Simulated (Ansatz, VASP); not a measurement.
# Te in VASP and in Ansatz

The input INCAR:

```
ALGO = Normal
EDIFF = 1E-8
ENCUT = 520
GGA = PE
ISIF = 2
ISMEAR = -1
LASPH = T
LCHARG = F
LEFG = T
LREAL = F
LWAVE = F
NBANDS = 16
NELM = 100
PREC = Accurate
SIGMA = 0.05
```

Contents of KPOINTS:

```
k-points
0
Gamma
  8 8 8
```

POSCAR

```
Te
1.0
    4.1476655429     -2.3227945810      0.0000000000
    4.1476655429      2.3227945810      0.0000000000
   -0.1277870079      0.0000000000      3.8765650873
Te
3
Direct
    0.6760000000      0.6760000000      0.6750000000
    0.3240000000      0.3240000000      0.3250000000
    0.0000000000      0.0000000000      0.0000000000
```

Input for Ansatz:

```yaml
crystal:
  lattice:
    - [4.1476655429, -2.322794581, 0.0]
    - [4.1476655429, 2.322794581, 0.0]
    - [-0.1277870079, 0.0, 3.8765650873]
  atoms:
    - { symbol: Te, position: [0.676, 0.676, 0.675] }
    - { symbol: Te, position: [0.324, 0.324, 0.325] }
    - { symbol: Te, position: [0.0, 0.0, 0.0] }
kpoints:
  mp_grid: { grid: [8, 8, 8] }
scf:
  occupations: { method: fermi_dirac, width: 0.05 }
hamiltonian:
  xc: pbe
  pseudopotentials: { kind: all_electron, datasets: crystal }
output:
  forces: true
  stress: true
  eigenvalues: true
  efg: { contact_densities: true }
```

Change from the starting cell: volume scaled by 0.94, crystal datasets.

Alike in both runs: task electric field gradients; functional PBE; k mesh 8 × 8 × 8; occupations fermi-dirac, width 0.05 eV; no spin polarisation.

|  | VASP | Ansatz |
| --- | --- | --- |
| version | VASP 6.6.1 | Ansatz 0.2.0 |
| potentials or method | VASP PAW PBE potentials, release 64 (Te), cutoff 520 eV | all-electron PAW with datasets made for the crystal, scalar-relativistic |

VASP gave:

* pressure (GPa): 15.9
* traceless stress, the component that is largest in VASP (GPa): -1.51
* rms of the force components (eV/Å): 0.326
* size of Vzz on the site where it differs most (V/Å²): 305.9

Question: Which values does Ansatz return?

Answer: Pressure (GPa): 15.9; traceless stress, the component that is largest in VASP (GPa): -1.48; rms of the force components (eV/Å): 0.323; size of Vzz on the site where it differs most (V/Å²): 318.4.

Atom by atom the forces differ by 0.003 eV/Å (rms over components). Ansatz ran all-electron here, and VASP with PAW potentials.

Spin-orbit coupling is off throughout.
